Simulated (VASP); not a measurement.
Runs of VASP 6.6.1 on Te2Mo. The structure is that of space group P-6m2 (No. 187), or close to it. The cells are those of the table. 

```tsv
cell	gap on the mesh (eV)	largest force (eV/Å)
a = 3.560, b = 3.560, c = 16.122 Å, angles 90.0, 90.0, 120.0°, 3 atoms	0.82	(b)
a = 3.418, b = 3.418, c = 17.524 Å, angles 90.0, 90.0, 120.0°, 3 atoms	1.45	0.86
a = 3.560, b = 3.560, c = 16.823 Å, angles 90.0, 90.0, 120.0°, 3 atoms	(a)	1.15
a = 3.418, b = 3.418, c = 18.926 Å, angles 90.0, 90.0, 120.0°, 3 atoms	1.02	1.11
a = 3.703, b = 3.703, c = 16.122 Å, angles 90.0, 90.0, 120.0°, 3 atoms	0.37	1.56
```

Alike in all rows: task single point; level r2SCAN; potentials or basis VASP PAW PBE potentials, release 64 (Te, Mo_sv); no spin polarisation; k mesh 12 × 12 × 2; cutoff (eV) 520; smearing gaussian 0.05 eV.

**Question.** Fill in the values left out.

**Answer.** (a) 1.04; (b) 2.51.

Caveats: the PAW data sets were made with another functional, which shifts forces and pressure a little; spin-orbit coupling is left out, which moves the levels of the heavy elements.

A k mesh can miss the band edges, and the runs leave out spin-orbit coupling on Mo, Te.
